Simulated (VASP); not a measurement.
# HfSi20H10 in VASP: single point with PBE

Aim: the single point of HfSi20H10 with PBE.

All numbers are computed with VASP 6.6.1; they aren't measurements. Logs are shortened: lines on timing, memory, paths and dates and some standing lists are left out, and cuts for length are marked.

### 1 The cell of the first run

The cell holds a slab with vacuum, 31 atoms: a = 7.679 Å, b = 7.679 Å, c = 18.254 Å, α = 90.00°, β = 90.00°, γ = 90.00°.

### 2 Single point, PBE

INCAR

```
PREC = Accurate
ENCUT = 520
EDIFF = 1E-6
ISMEAR = 0
SIGMA = 0.05
LREAL = Auto
LASPH = True
NELM = 100
ALGO = Normal
ISIF = 2
LWAVE = False
LCHARG = True
GGA = PE
LELF = True
LVHAR = True
NBANDS = 71
```

KPOINTS

```
regular mesh
0
Gamma
  2 2 1
```

POSCAR

```
HfSi20H10
1.0
    7.6791800000      0.0000000000      0.0000000000
    0.0000000000      7.6791800000      0.0000000000
    0.0000000000      0.0000000000     18.2543620000
H Si Hf
10 20 1
Direct
    0.4093920184      0.0000000000      0.0547814270
    0.0906079816      0.0000000000      0.0547814270
    0.9093920184      0.0000000000      0.0547814270
    0.5906079816      0.0000000000      0.0547814270
    0.4093920184      0.5000000000      0.0547814270
    0.0906079816      0.5000000000      0.0547814270
    0.9093920184      0.5000000000      0.0547814270
    0.5906079816      0.5000000000      0.0547814270
    0.2630120664      0.5064509492      0.4736386843
    0.7506126956      0.4762604861      0.4699037961
    0.2500000000      0.0000000000      0.1021947521
    0.7500000000      0.0000000000      0.1021947521
    0.2500000000      0.5000000000      0.1021947521
    0.7500000000      0.5000000000      0.1021947521
    0.2469177699      0.2498245906      0.1739413845
    0.7519173922      0.2484607732      0.1766761281
    0.2434644064      0.7491712657      0.1796299427
    0.7512338557      0.7480413273      0.1746441755
    0.0037419360      0.2382445782      0.2509682343
    0.4939809980      0.2553658073      0.2473711763
   -0.0122438854      0.7453247612      0.2559615066
    0.5050468930      0.7429716454      0.2492862802
   -0.0017300024     -0.0028336359      0.3313640871
    0.5048749997     -0.0029955021      0.3165565578
   -0.0101987452      0.4826985433      0.3260278283
    0.5024282541      0.4958896653      0.3265362547
    0.2568935746     -0.1079388685      0.3946318694
    0.7437998588      0.0700677677      0.4089755643
    0.2473193752      0.4689772866      0.3933444510
    0.7427161494      0.3909778127      0.3955705491
    1.4133818975      0.1680820088      0.4304610591
```

Potentials or basis: VASP PAW PBE potentials, release 64 (H, Si, Hf_pv).

Launch:

```bash
$ cat potpaw_PBE.64/H/POTCAR potpaw_PBE.64/Si/POTCAR potpaw_PBE.64/Hf_pv/POTCAR > POTCAR
$ mpirun -np 1 vasp_std > vasp.out
```

OUTCAR:

```text
PREC = Accurate
   ENCUT = 520
   EDIFF = 1E-6
   ISMEAR = 0
   LREAL = Auto
   LASPH = True
   NELM = 100
   ISIF = 2
   GGA = PE

 ion  position               nearest neighbor table
   1  0.409  0.000  0.055-  11 1.50
   2  0.091  0.000  0.055-  11 1.50
   3  0.909  0.000  0.055-  12 1.50
   4  0.591  0.000  0.055-  12 1.50
   5  0.409  0.500  0.055-  13 1.50
   6  0.091  0.500  0.055-  13 1.50
   7  0.909  0.500  0.055-  14 1.50
   8  0.591  0.500  0.055-  14 1.50
   9  0.263  0.506  0.474-  29 1.50
  10  0.751  0.476  0.470-  30 1.51
  11  0.250  0.000  0.102-   1 1.50   2 1.50  15 2.32  17 2.39
  12  0.750  0.000  0.102-   3 1.50   4 1.50  16 2.34  18 2.34
  13  0.250  0.500  0.102-   5 1.50   6 1.50  15 2.33  17 2.38
  14  0.750  0.500  0.102-   7 1.50   8 1.50  18 2.32  16 2.36
  15  0.247  0.250  0.174-  11 2.32  20 2.32  13 2.33  19 2.34
  16  0.752  0.248  0.177-  12 2.34  14 2.36  19 2.36  20 2.36
  17  0.243  0.749  0.180-  22 2.38  13 2.38  11 2.39  21 2.41
  18  0.751  0.748  0.175-  14 2.32  22 2.33  12 2.34  21 2.35
  19  0.004  0.238  0.251-  25 2.33  15 2.34  23 2.36  16 2.36
  20  0.494  0.255  0.247-  15 2.32  26 2.35  24 2.35  16 2.36  31 3.46
  21  0.988  0.745  0.256-  18 2.35  23 2.38  25 2.39  17 2.41
  22  0.505  0.743  0.249-  24 2.31  18 2.33  26 2.36  17 2.38
  23  0.998  0.997  0.331-  19 2.36  21 2.38  27 2.44  28 2.48
  24  0.505  0.997  0.317-  22 2.31  20 2.35  27 2.51  28 2.55  31 2.56
  25  0.990  0.483  0.326-  19 2.33  29 2.33  21 2.39  30 2.39
  26  0.502  0.496  0.327-  29 2.32  20 2.35  22 2.36  30 2.38  31 3.23
  27  0.257  0.892  0.395-  23 2.44  24 2.51  31 2.52
  28  0.744  0.070  0.409-  30 2.48  23 2.48  24 2.55  31 2.68
  29  0.247  0.469  0.393-   9 1.50  26 2.32  25 2.33  31 2.72
  30  0.743  0.391  0.396-  10 1.51  26 2.38  25 2.39  28 2.48  31 3.12
  31  0.413  0.168  0.430-  27 2.52  24 2.56  28 2.68  29 2.72  30 3.12  26 3.23  20 3.46

  LATTYP: Found a simple tetragonal cell.
 ALAT       =     7.6791800000
 C/A-ratio  =     2.3771238596

  Lattice vectors:

 A1 = (   7.6791800000,   0.0000000000,   0.0000000000)
 A2 = (   0.0000000000,   7.6791800000,   0.0000000000)
 A3 = (   0.0000000000,   0.0000000000,  18.2543620000)

Analysis of symmetry for initial positions (statically):
=====================================================================
 Subroutine PRICEL returns:
 Original cell was already a primitive cell.

 Routine SETGRP: Setting up the symmetry group for a
 simple tetragonal supercell.

 Subroutine GETGRP returns: Found  1 space group operations
 (whereof  1 operations were pure point group operations)
 out of a pool of 16 trial point group operations.

The static configuration has the point symmetry C_1 .

Analysis of symmetry for dynamics (positions and initial velocities):
=====================================================================
 Subroutine PRICEL returns:
 Original cell was already a primitive cell.

 Routine SETGRP: Setting up the symmetry group for a
 simple tetragonal supercell.

 Subroutine GETGRP returns: Found  1 space group operations
 (whereof  1 operations were pure point group operations)
 out of a pool of 16 trial point group operations.

The dynamic configuration has the point symmetry C_1 .

 Subroutine INISYM returns: Found  1 space group operations
 (whereof  1 operations are pure point group operations),
 and found     1 'primitive' translations

----------------------------------------------------------------------------------------

                                     Primitive cell

  volume of cell :    1076.4562

  direct lattice vectors                    reciprocal lattice vectors
     7.679180000  0.000000000  0.000000000     0.130222237  0.000000000  0.000000000
     0.000000000  7.679180000  0.000000000     0.000000000  0.130222237  0.000000000
     0.000000000  0.000000000 18.254362000     0.000000000  0.000000000  0.054781427

  length of vectors
     7.679180000  7.679180000 18.254362000     0.130222237  0.130222237  0.054781427

  position of ions in fractional coordinates (direct lattice)
     0.409392018  0.000000000  0.054781427
     0.090607982  0.000000000  0.054781427
     0.909392018  0.000000000  0.054781427
     0.590607982  0.000000000  0.054781427
     0.409392018  0.500000000  0.054781427
     0.090607982  0.500000000  0.054781427
[... 23 lines left out ...]
     0.742716149  0.390977813  0.395570549
     0.413381898  0.168082009  0.430461059

  ion indices of the primitive-cell ions
   primitive index   ion index
                 1           1
                 2           2
                 3           3
                 4           4
                 5           5
                 6           6
[... 23 lines left out ...]
                30          30
                31          31

----------------------------------------------------------------------------------------

 KPOINTS: regular mesh

Automatic generation of k-mesh.
 Grid dimensions read from file:
 generate k-points for:    2    2    1

 Generating k-lattice:

  Cartesian coordinates                     Fractional coordinates (reciprocal lattice)
     0.065111119  0.000000000  0.000000000     0.500000000  0.000000000  0.000000000
     0.000000000  0.065111119  0.000000000     0.000000000  0.500000000  0.000000000
     0.000000000  0.000000000  0.054781427     0.000000000  0.000000000  1.000000000

  Length of vectors
     0.065111119  0.065111119  0.054781427

  Shift w.r.t. Gamma in fractional coordinates (k-lattice)
     0.000000000  0.000000000  0.000000000

 Subroutine IBZKPT returns following result:
 ===========================================

 Found      4 irreducible k-points:

 Following reciprocal coordinates:
            Coordinates               Weight
  0.000000  0.000000  0.000000      1.000000
  0.500000  0.000000  0.000000      1.000000
  0.000000  0.500000  0.000000      1.000000
  0.500000  0.500000  0.000000      1.000000
   k-points           NKPTS =      4   k-points in BZ     NKDIM =      4   number of bands    NBANDS=     71
   number of dos      NEDOS =    301   number of ions     NIONS =     31
   total plane-waves  NPLWV = 504000
   dimension x,y,z NGX =    60 NGY =   60 NGZ =  140
   dimension x,y,z NGXF=   120 NGYF=  120 NGZF=  280
   ions per type =              10  20   1
   NGX,Y,Z   is equivalent  to a cutoff of  12.99, 12.99, 12.75 a.u.
   NGXF,Y,Z  is equivalent  to a cutoff of  25.98, 25.98, 25.50 a.u.
 SYSTEM =  unknown system
   PREC   = accura    normal or accurate (medium, high low for compatibility)
   ISTART =      0    job   : 0-new  1-cont  2-samecut
   ICHARG =      2    charge: 1-file 2-atom 10-const
   ISPIN  =      1    spin polarized calculation?
   LNONCOLLINEAR =      F non collinear calculations
   LSORBIT =      F    spin-orbit coupling
   LASPH  =      T    aspherical Exc in radial PAW
   ENCUT  =  520.0 eV  38.22 Ry    6.18 a.u.  14.28 14.28 33.94*2*pi/ulx,y,z
   NELM   =    100;   NELMIN=  2; NELMDL= -5     # of ELM steps
   EDIFF  = 0.1E-05   stopping-criterion for ELM
   LREAL  =      T    real-space projection
   EDIFFG = 0.1E-04   stopping-criterion for IOM
   NSW    =      0    number of steps for IOM
   IBRION =     -1    ionic relax: 0-MD 1-quasi-New 2-CG
   NFREE  =      0    steps in history (QN), initial steepest desc. (CG)
   ISIF   =      2    stress and relaxation
   ISYM   =      2    0-nonsym 1-usesym 2-fastsym
   POTIM  = 0.5000    time-step for ionic-motion
   TEBEG  =    0.0;   TEEND  =   0.0 temperature during run
   PSTRESS=    0.0 pullay stress
   NELECT =     100.0000    total number of electrons
   NUPDOWN=      -1.0000    fix difference up-down
   EMIN   =  10.00;   EMAX   =-10.00  energy-range for DOS
   EFERMI =   0.00;   METHOD = LEGACY
   ISMEAR =     0;   SIGMA  =   0.05  broadening in eV -4-tet -1-fermi 0-gaus
   EFERMI_NEDOS =   21; number of points for ismear=-14 and -15
   IALGO  =     38    algorithm
   IMIX   =      4    mixing-type and parameters
     AMIX     =   0.40;   BMIX     =  1.00
     AMIX_MAG =   1.60;   BMIX_MAG =  1.00
  volume/ion in A,a.u.               =      34.72       234.33
  Fermi-wavevector in a.u.,A,eV,Ry     =   0.741440  1.401119  7.479576  0.549733
  Thomas-Fermi vector in A             =   1.836081
   LORBIT       =      0    0 simple, 1 ext, 2 COOP (PROOUT), +10 PAW based schemes
   GGA     = PE    functional components
   LHFCALC =     F    Hartree Fock is set to
   AEXX    =    0.0000 exact exchange contribution
   IVDW    =     0    specifies the selected vdW correction
   LEPSILON=     F    determine dielectric tensor
   LRPA    =     F    only Hartree local field effects (RPA)
 non-spin polarized calculation
 Gauss-broadening in eV      SIGMA  =   0.05
  energy-cutoff  :      520.00
  volume of cell :     1076.46
 maximum number of plane-waves:     29043
 NGX is ok and might be reduce to    60
   NGX = 29   NGY = 29   NGZ = 67

 number of electron     100.0000006 magnetization

 Free energy of the ion-electron system (eV)
  ---------------------------------------------------
  ext. energy  EPLUGINS =         0.00000000
  ---------------------------------------------------
  free energy    TOTEN  =      -144.64292566 eV

  energy without entropy =     -144.64193348  energy(sigma->0) =     -144.64242957

 E-fermi :   0.1526     XC(G=0):  -4.8676

 val. band max:        0.0701324254   @ k =   0.5000   0.0000   0.0000
 cond. band min:       0.2342189310   @ k =   0.0000   0.0000   0.0000
 fundamental gap:      0.1640865056
 Fermi energy:         0.1525640434

 k-point     1 :       0.0000    0.0000    0.0000
  band No.  band energies     occupation
      1     -31.8506      2.00000
      2     -31.4716      2.00000
      3     -31.3782      2.00000
      4     -11.7322      2.00000
      5     -10.6272      2.00000
      6      -9.9877      2.00000
[... 54 lines left out ...]
     61       1.9699      0.00000
     62       2.1135      0.00000

 k-point     2 :       0.5000    0.0000    0.0000
  band No.  band energies     occupation
      1     -31.8506      2.00000
      2     -31.4716      2.00000
      3     -31.3782      2.00000
      4     -11.3005      2.00000
      5     -11.1215      2.00000
      6     -10.2657      2.00000
[... 54 lines left out ...]
     61       2.2644      0.00000
     62       2.3729      0.00000

 k-point     3 :       0.0000    0.5000    0.0000
  band No.  band energies     occupation
      1     -31.8506      2.00000
      2     -31.4716      2.00000
      3     -31.3782      2.00000
      4     -11.3148      2.00000
      5     -11.1035      2.00000
      6     -10.3164      2.00000
[... 54 lines left out ...]
     61       2.1575      0.00000
     62       2.2652      0.00000

 k-point     4 :       0.5000    0.5000    0.0000
  band No.  band energies     occupation
      1     -31.8506      2.00000
      2     -31.4716      2.00000
      3     -31.3782      2.00000
      4     -10.8955      2.00000
      5     -10.6877      2.00000
      6     -10.6619      2.00000
[... 54 lines left out ...]
     61       2.7885      0.00000
     62       2.8594      0.00000
 [bands above 62 left out]

------------------------ aborting loop because EDIFF is reached ----------------------------------------

  FORCE on cell =-STRESS in cart. coord.  units (eV):
  Direction    XX          YY          ZZ          XY          YZ          ZX
  --------------------------------------------------------------------------------------
  -------------------------------------------------------------------------------------
  Total       11.6562327      4.2703349      0.5909832     -0.4854847      2.8112779      0.8933135
  in kB       17.3489197      6.3558870      0.8796085     -0.7225864      4.1842538      1.3295912
  external PRESSURE =       8.1948050 kB  Pullay stress =       0.0000000 kB

 VOLUME and BASIS-vectors are now :
 -----------------------------------------------------------------------------
  energy-cutoff  :      520.00
  volume of cell :     1076.46
      direct lattice vectors                 reciprocal lattice vectors
     7.679180000  0.000000000  0.000000000     0.130222237  0.000000000  0.000000000
     0.000000000  7.679180000  0.000000000     0.000000000  0.130222237  0.000000000
     0.000000000  0.000000000 18.254362000     0.000000000  0.000000000  0.054781427

 POSITION                                       TOTAL-FORCE (eV/Angst)
 -----------------------------------------------------------------------------------
      3.14379      0.00000      1.00000        -0.596275     -0.106120      0.012222
      0.69580      0.00000      1.00000         0.616648     -0.051829     -0.021742
      6.98338      0.00000      1.00000        -0.608328      0.019840     -0.013523
      4.53539      0.00000      1.00000         0.619722     -0.009568     -0.028449
      3.14379      3.83959      1.00000        -0.598169      0.068597      0.025334
      0.69580      3.83959      1.00000         0.612683      0.068221     -0.057985
[... 23 lines left out ...]
      5.70345      3.00239      7.22089        -0.019568      0.022031      0.006384
      3.17443      1.29073      7.85779         0.282627      0.199173     -0.095175
 -----------------------------------------------------------------------------------
    total drift:                               -0.004453     -0.001367      0.016928

  FREE ENERGIE OF THE ION-ELECTRON SYSTEM (eV)
  ---------------------------------------------------
  free  energy   TOTEN  =      -144.6429256598 eV

  energy  without entropy=     -144.6419334789  energy(sigma->0) =     -144.64242957
```

Wall time 11 min (1 thread of Intel Xeon Platinum 8259CL at 2.50GHz (Skylake/Cascade Lake), shared host); peak memory 1.1 GiB.

Results:

* Free energy: -144.6429 eV
* Largest force: 0.622 eV/Å
* Band gap on the k mesh: 0.16 eV, indirect (least direct gap 0.20 eV)

Forces in eV/Å, atoms in the order of the input:
```
H   -0.596 -0.106  0.012
H    0.617 -0.052 -0.022
H   -0.608  0.020 -0.014
H    0.620 -0.010 -0.028
H   -0.598  0.069  0.025
H    0.613  0.068 -0.058
H   -0.606 -0.045 -0.059
H    0.620 -0.047 -0.022
H   -0.016  0.325  0.241
H   -0.031 -0.029 -0.001
Si  -0.067 -0.298  0.109
Si  -0.043 -0.024 -0.044
Si  -0.194  0.225  0.065
Si   0.088 -0.203 -0.091
Si  -0.014  0.015 -0.019
Si   0.012 -0.006  0.028
Si   0.007 -0.030 -0.026
Si   0.016 -0.020  0.005
Si   0.024 -0.004 -0.020
Si  -0.066 -0.011  0.071
Si   0.045  0.033  0.029
Si  -0.054  0.012 -0.001
Si   0.073  0.041  0.074
Si   0.061 -0.079  0.035
Si  -0.011  0.084  0.016
Si  -0.058  0.024  0.004
Si  -0.009  0.072 -0.023
Si  -0.006 -0.047 -0.054
Si  -0.081 -0.197 -0.144
Si  -0.020  0.022  0.006
Hf   0.283  0.199 -0.095
```

Caveat: spin-orbit coupling is left out, which moves the levels of the heavy elements.
